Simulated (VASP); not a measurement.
# SrLuS2 (R-3m) in VASP: a series of runs

Runs on SrLuS2. Level: PBE. Tasks: single point, relaxation of cell and atoms.

Everything below comes from runs of VASP 6.6.1. Logs are shortened: lines on timing, memory, paths and dates and some standing lists are left out, and cuts for length are marked.

### 1 The cell of the first run

Symmetry: R-3m, No. 166, trigonal system. The conventional cell has a = 3.976 Å, b = 3.976 Å, c = 20.114 Å, α = 90.00°, β = 90.00°, γ = 120.00°. Within 3.6 Å of Lu (site symmetry -3m) lie 6 S at 2.74 Å. Within 4.1 Å of Sr (site symmetry -3m) lie 6 S at 2.96 Å and 6 Sr at 3.98 Å and 6 Lu at 4.06 Å. S (site symmetry 3m) has 3 Lu at 2.74 Å and 3 Sr at 2.96 Å within 3.6 Å.

### 2 Single point, PBE

The input, INCAR:

```
ALGO = Normal ; EDIFF = 1E-6
ENCUT = 520 ; GGA = PE
ISIF = 2 ; ISMEAR = -1
LASPH = T ; LCHARG = T
LELF = T ; LREAL = F
LVHAR = T ; LWAVE = F
NBANDS = 32 ; NELM = 80
PREC = Accurate ; SIGMA = 0.1
```

The input, KPOINTS:

```
k-points
0
Gamma
  7 7 7
```

The input, POSCAR:

```
SrLuS2
1.0
    3.9755604568      0.0000000000      0.0000000000
   -1.9877802284      3.4429363499      0.0000000000
   -1.9877802284      1.1476454500      6.7045981007
Lu Sr S
1 1 2
Direct
    0.5000000000      0.5000000000      0.5000000000
    0.0000000000      0.0000000000      0.0000000000
    0.2406756208      0.7593243792      0.7220268623
    0.7593243792      0.2406756208      0.2779731377
```

Potentials or basis: VASP PAW PBE potentials, release 64 (Lu, Sr_sv, S).

Started as:

```sh
cat potpaw_PBE.64/Lu/POTCAR potpaw_PBE.64/Sr_sv/POTCAR potpaw_PBE.64/S/POTCAR > POTCAR
mpirun -np 1 vasp_std > vasp.out
```

OUTCAR:

```text
EDIFF = 1E-6
   ENCUT = 520
   GGA = PE
   ISIF = 2
   ISMEAR = -1
   LASPH = T
   LREAL = F
   NELM = 80
   PREC = Accurate

 ion  position               nearest neighbor table
   1  0.500  0.500  0.500-   3 2.74   4 2.74   3 2.74   4 2.74   3 2.74   4 2.74   2 4.06   2 4.06
                             2 4.06   2 4.06   2 4.06   2 4.06
   2  0.000  0.000  0.000-   4 2.96   3 2.96   4 2.96   3 2.96   3 2.96   4 2.96   1 4.06   1 4.06
                             1 4.06   1 4.06   1 4.06   1 4.06
   3  0.241  0.759  0.722-   1 2.74   1 2.74   1 2.74   2 2.96   2 2.96   2 2.96
   4  0.759  0.241  0.278-   1 2.74   1 2.74   1 2.74   2 2.96   2 2.96   2 2.96

  LATTYP: Found a trigonal (rhomboedric) cell.
 ALAT       =     7.0866068049
 COS(alpha) =     0.8426415551

  Lattice vectors:

 A1 = (   0.0000000000,  -2.2952908999,   6.7045981007)
 A2 = (   1.9877802284,   1.1476454500,   6.7045981007)
 A3 = (  -1.9877802284,   1.1476454500,   6.7045981007)

Analysis of symmetry for initial positions (statically):
=====================================================================
 Subroutine PRICEL returns:
 Original cell was already a primitive cell.

 Routine SETGRP: Setting up the symmetry group for a
 trigonal (rhombohedral) supercell.

 Subroutine GETGRP returns: Found 12 space group operations
 (whereof 12 operations were pure point group operations)
 out of a pool of 12 trial point group operations.

The static configuration has the point symmetry D_3d.

Analysis of symmetry for dynamics (positions and initial velocities):
=====================================================================
 Subroutine PRICEL returns:
 Original cell was already a primitive cell.

 Routine SETGRP: Setting up the symmetry group for a
 trigonal (rhombohedral) supercell.

 Subroutine GETGRP returns: Found 12 space group operations
 (whereof 12 operations were pure point group operations)
 out of a pool of 12 trial point group operations.

The dynamic configuration has the point symmetry D_3d.

 Subroutine INISYM returns: Found 12 space group operations
 (whereof 12 operations are pure point group operations),
 and found     1 'primitive' translations

----------------------------------------------------------------------------------------

[... 93 lines left out ...]
   LASPH  =      T    aspherical Exc in radial PAW
   ENCUT  =  520.0 eV  38.22 Ry    6.18 a.u.   7.39  7.39 13.18*2*pi/ulx,y,z
   NELM   =     80;   NELMIN=  2; NELMDL= -5     # of ELM steps
   EDIFF  = 0.1E-05   stopping-criterion for ELM
   LREAL  =      F    real-space projection
   EDIFFG = 0.1E-04   stopping-criterion for IOM
   NSW    =      0    number of steps for IOM
   IBRION =     -1    ionic relax: 0-MD 1-quasi-New 2-CG
   NFREE  =      0    steps in history (QN), initial steepest desc. (CG)
   ISIF   =      2    stress and relaxation
   ISYM   =      2    0-nonsym 1-usesym 2-fastsym
   POTIM  = 0.5000    time-step for ionic-motion
   TEBEG  =    0.0;   TEEND  =   0.0 temperature during run
   PSTRESS=    0.0 pullay stress
   NELECT =      47.0000    total number of electrons
   NUPDOWN=      -1.0000    fix difference up-down
   EMIN   =  10.00;   EMAX   =-10.00  energy-range for DOS
   EFERMI =   0.00;   METHOD = LEGACY
   ISMEAR =    -1;   SIGMA  =   0.10  broadening in eV -4-tet -1-fermi 0-gaus
   EFERMI_NEDOS =   21; number of points for ismear=-14 and -15
   IALGO  =     38    algorithm
   IMIX   =      4    mixing-type and parameters
     AMIX     =   0.40;   BMIX     =  1.00
     AMIX_MAG =   1.60;   BMIX_MAG =  1.00
  volume/ion in A,a.u.               =      22.94       154.82
  Fermi-wavevector in a.u.,A,eV,Ry     =   1.309807  2.475177 23.342090  1.715595
  Thomas-Fermi vector in A             =   2.440381
   LORBIT       =      0    0 simple, 1 ext, 2 COOP (PROOUT), +10 PAW based schemes
   GGA     = PE    functional components
   LHFCALC =     F    Hartree Fock is set to
   AEXX    =    0.0000 exact exchange contribution
   IVDW    =     0    specifies the selected vdW correction
   LEPSILON=     F    determine dielectric tensor
   LRPA    =     F    only Hartree local field effects (RPA)
 non-spin polarized calculation
  energy-cutoff  :      520.00
  volume of cell :       91.77
 maximum number of plane-waves:      2503
 NGX is ok and might be reduce to    30
   NGX = 15   NGY = 15   NGZ = 27

 number of electron      47.0000000 magnetization

 Free energy of the ion-electron system (eV)
  ---------------------------------------------------
  ext. energy  EPLUGINS =         0.00000000
  ---------------------------------------------------
  free energy    TOTEN  =       -22.25073293 eV

  energy without entropy =      -22.20956574  energy(sigma->0) =      -22.23014934

 E-fermi :   5.6518     XC(G=0): -10.1310

 val. band max:        5.6222564882   @ k =   0.2857  -0.0000  -0.0000
 cond. band min:       5.6906419688   @ k =   0.1429  -0.0000   0.4286
 fundamental gap:      0.0683854806
 Fermi energy:         5.6518087351

 k-point     1 :       0.0000    0.0000    0.0000
  band No.  band energies     occupation
      1     -51.7309      2.00000
      2     -30.5039      2.00000
      3     -22.4484      2.00000
      4     -22.3893      2.00000
      5     -22.3893      2.00000
      6     -12.7990      2.00000
[... 829 lines left out ...]
     31       9.7959      0.00000
     32      10.1536      0.00000

 [... further k-points ...]

------------------------ aborting loop because EDIFF is reached ----------------------------------------

  FORCE on cell =-STRESS in cart. coord.  units (eV):
  Direction    XX          YY          ZZ          XY          YZ          ZX
  --------------------------------------------------------------------------------------
  -------------------------------------------------------------------------------------
  Total        0.1417819      0.1417819      0.1262684      0.0000000      0.0000000      0.0000000
  in kB        2.4753202      2.4753202      2.2044746      0.0000000      0.0000000      0.0000000
  external PRESSURE =       2.3850383 kB  Pullay stress =       0.0000000 kB

 VOLUME and BASIS-vectors are now :
 -----------------------------------------------------------------------------
  energy-cutoff  :      520.00
  volume of cell :       91.77
      direct lattice vectors                 reciprocal lattice vectors
     3.975560457  0.000000000  0.000000000     0.251536861  0.145224875  0.049717124
    -1.987780228  3.442936350  0.000000000     0.000000000  0.290449749 -0.049717124
    -1.987780228  1.147645450  6.704598101     0.000000000  0.000000000  0.149151371

 POSITION                                       TOTAL-FORCE (eV/Angst)
 -----------------------------------------------------------------------------------
      0.00000      2.29529      3.35230        -0.000000     -0.000000      0.000000
      0.00000      0.00000      0.00000        -0.000000      0.000000      0.000000
     -1.98778      3.44294      4.84090         0.000000      0.000000      0.003908
      1.98778      1.14765      1.86370        -0.000000     -0.000000     -0.003908
 -----------------------------------------------------------------------------------
    total drift:                               -0.000000      0.000000      0.000000

  FREE ENERGIE OF THE ION-ELECTRON SYSTEM (eV)
  ---------------------------------------------------
  free  energy   TOTEN  =       -22.2507329302 eV

  energy  without entropy=      -22.2095657441  energy(sigma->0) =      -22.23014934
```

OSZICAR:

```text
N       E                     dE             d eps       ncg     rms          rms(c)
DAV:   1     0.327811291783E+03    0.32781E+03   -0.19870E+04  4120   0.386E+03
DAV:   2     0.170772247111E+02   -0.31073E+03   -0.29161E+03  3464   0.640E+02
DAV:   3    -0.200192007662E+02   -0.37096E+02   -0.36266E+02  3888   0.119E+02
DAV:   4    -0.228946423522E+02   -0.28754E+01   -0.28587E+01  4616   0.303E+01
DAV:   5    -0.229824809155E+02   -0.87839E-01   -0.87750E-01  4032   0.395E+00    0.192E+01
DAV:   6    -0.222494612516E+02    0.73302E+00   -0.13742E+00  4464   0.464E+01    0.115E+01
DAV:   7    -0.222851021156E+02   -0.35641E-01   -0.16317E+00  4456   0.780E+00    0.323E+00
DAV:   8    -0.222536282091E+02    0.31474E-01   -0.31723E-01  3952   0.924E+00    0.743E-01
DAV:   9    -0.222497297541E+02    0.38985E-02   -0.39619E-02  4400   0.609E+00    0.213E-01
DAV:  10    -0.222505393108E+02   -0.80956E-03   -0.90635E-03  4352   0.972E-01    0.127E-01
DAV:  11    -0.222507023509E+02   -0.16304E-03   -0.80284E-04  3488   0.132E-01    0.940E-02
DAV:  12    -0.222507259808E+02   -0.23630E-04   -0.11814E-04  4104   0.911E-02    0.297E-02
DAV:  13    -0.222507334575E+02   -0.74767E-05   -0.23042E-05  4008   0.312E-02    0.889E-03
DAV:  14    -0.222507329302E+02    0.52728E-06   -0.29461E-06  3464   0.290E-02
   1 F= -.22250733E+02 E0= -.22230149E+02  d E =-.411672E-01
```

stdout:

```text
POSCAR found type information on POSCAR LuSrS
 POSCAR found :  3 types and       4 ions
 scaLAPACK will be used
 LDA part: xc-table for (Slater+PW92), standard interpolation
 POSCAR, INCAR and KPOINTS ok, starting setup
 FFT: planning ... GRIDC
 FFT: planning ... GRID_SOFT
 FFT: planning ... GRID
 WAVECAR not read
 entering main loop
```

It took 2 min on 1 thread of Intel Xeon Platinum 8488C (Sapphire Rapids), shared host; peak memory 0.31 GiB.

What came out:

```yaml
Free_energy: -22.2507 eV
Pressure: 0.2 GPa
Largest_force: 0.004 eV/Å
Band_gap_on_the_k_mesh: zero (an odd number of electrons rules out a gap without spin polarisation)
```

Forces in eV/Å, atoms in the order of the input:
```
Lu   0.000  0.000  0.000
Sr   0.000  0.000  0.000
S    0.000  0.000  0.004
S    0.000  0.000 -0.004
```

Levels at points of the mesh, in eV from the Fermi level:
```tsv
k point	band 20	band 21	band 22	band 23	band 24	band 25	band 26	band 27
(0.00, 0.00, 0.00)	-4.82	-3.22	-3.16	-3.16	0.44	0.58	0.62	0.62
```

Caveat: spin-orbit coupling is left out, which moves the levels of the heavy elements.

### 3 Relaxation of cell and atoms, PBE

This run uses another cell than the first one, of 22.61 Å³/atom.

The input, INCAR:

```
ALGO = Normal
EDIFF = 1E-7
EDIFFG = -0.03
ENCUT = 600
GGA = PE
IBRION = 2
ISIF = 3
ISMEAR = -1
LASPH = T
LCHARG = F
LREAL = F
LWAVE = F
NELM = 60
NSW = 80
PREC = Accurate
SIGMA = 0.1
```

KPOINTS is that of step 2.

The input, POSCAR:

```
SrLuS2
1.0
    3.8390080000      0.0000000000      0.0000000000
   -1.9195040000      3.3246840000      0.0000000000
   -1.9195040000      1.1082280000      7.0872720000
Lu Sr S
1 1 2
Direct
    0.5000000000      0.5000000000      0.5000000000
    0.0000000000      0.0000000000      0.0000000000
    0.2336900000      0.7663100000      0.7010700000
    0.7663100000      0.2336900000      0.2989300000
```

Potentials or basis: VASP PAW PBE potentials, release 64 (Lu, Sr_sv, S).

Started as:

```sh
cat potpaw_PBE.64/Lu/POTCAR potpaw_PBE.64/Sr_sv/POTCAR potpaw_PBE.64/S/POTCAR > POTCAR
mpirun -np 1 vasp_std > vasp.out
```

Run time: 14 min. Hardware: 1 thread of Intel Xeon Platinum 8488C (Sapphire Rapids), shared host; peak memory 0.35 GiB.

The run converged. Its results:

- Free energy: -22.2514 eV
- Relaxed volume: 23.06 Å³/atom
- Relaxed cell: a = 3.984 Å, b = 3.984 Å, c = 7.095 Å, α = 73.70°, β = 106.30°, γ = 120.00°
- Space group after relaxing (to 0.1 Å): R-3m (No. 166)
- Energy gained by relaxing: 74.7 meV/atom
- Ionic steps: 8
- Pressure after relaxing: -0.1 GPa
- Largest force after relaxing: 0.019 eV/Å
- Band gap on the k mesh: zero (an odd number of electrons rules out a gap without spin polarisation)

Forces on the atoms (eV/Å):
```
Lu   0.000  0.000  0.000
Sr   0.000  0.000  0.000
S    0.000  0.000  0.019
S    0.000  0.000 -0.019
```

Step by step:
```csv
step,energy change (eV),largest force (eV/Å),pressure (GPa),volume (Å³)
1,0.0000,1.3235,3.65,90.46
2,-0.1699,0.4537,-2.68,97.34
3,-0.1706,0.5033,-2.33,96.86
4,-0.2677,0.3026,-1.24,94.26
5,-0.2983,0.0723,0.02,92.17
6,-0.2985,0.0453,0.16,91.95
7,-0.2985,0.0577,0.10,92.05
8,-0.2988,0.0193,-0.09,92.24
```

Final structure:
```cif
data_structure
_symmetry_space_group_name_H-M 'P 1'
_symmetry_Int_Tables_number 1
_cell_length_a 3.9836
_cell_length_b 3.9837
_cell_length_c 7.0947
_cell_angle_alpha 73.695
_cell_angle_beta 106.305
_cell_angle_gamma 120.000
_cell_volume 92.24
loop_
_atom_site_label
_atom_site_type_symbol
_atom_site_fract_x
_atom_site_fract_y
_atom_site_fract_z
_atom_site_occupancy
Lu1 Lu 0.50000 0.50000 0.50000 1
Sr1 Sr 0.00000 0.00000 0.00000 1
S1 S 0.24054 0.75946 0.72161 1
S2 S 0.75946 0.24054 0.27839 1
```

Levels at points of the mesh, in eV from the Fermi level:
| k point | band 20 | band 21 | band 22 | band 23 | band 24 | band 25 | band 26 | band 27 |
| --- | --- | --- | --- | --- | --- | --- | --- | --- |
| (0.00, 0.00, 0.00) | -4.82 | -3.23 | -3.16 | -3.16 | 0.44 | 0.55 | 0.62 | 0.62 |

Caveat: spin-orbit coupling is left out, which moves the levels of the heavy elements.
